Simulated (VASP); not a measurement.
A run of VASP 6.6.1 is set up as follows.

File INCAR:

```
PREC     = Accurate       # precision mode
ENCUT    = 520            # plane-wave cutoff, eV
EDIFF    = 1E-8           # SCF threshold, eV
ISMEAR   = -1             # smearing method
SIGMA    = 0.08           # smearing width, eV
LREAL    = False          # projectors in reciprocal space
LASPH    = True           # aspherical terms in the spheres
NELM     = 60             # most SCF steps
ALGO     = Normal         # electronic algorithm
ISIF     = 2              # what is computed and relaxed
LWAVE    = False          # write WAVECAR
LCHARG   = False          # write CHGCAR
GGA      = PS             # functional
LEFG     = True         
NBANDS   = 12             # bands
```

File KPOINTS:

```
Automatic mesh
0
Gamma
  17 17 17
```

File POSCAR:

```
Ta
1.0
   -1.6730098603      1.6730098603      1.6730098603
    1.6730098603     -1.6730098603      1.6730098603
    1.6730098603      1.6730098603     -1.6730098603
Ta
1
Direct
    0.0000000000      0.0000000000      0.0000000000
```

Potentials or basis: VASP PAW PBE potentials, release 64 (Ta_pv).

The run is started by

```bash
$ cat potpaw_PBE.64/Ta_pv/POTCAR > POTCAR
$ mpirun -np 1 vasp_std > vasp.out
```

(1) What does it give for the pressure?

## Answers

(1) -10.7 GPa.

Caveat: without QUAD_EFG the Cq values of the log hold for a quadrupole moment of 1 mb, not for the nuclei; the PAW data sets were made with another functional, which shifts forces and pressure a little.
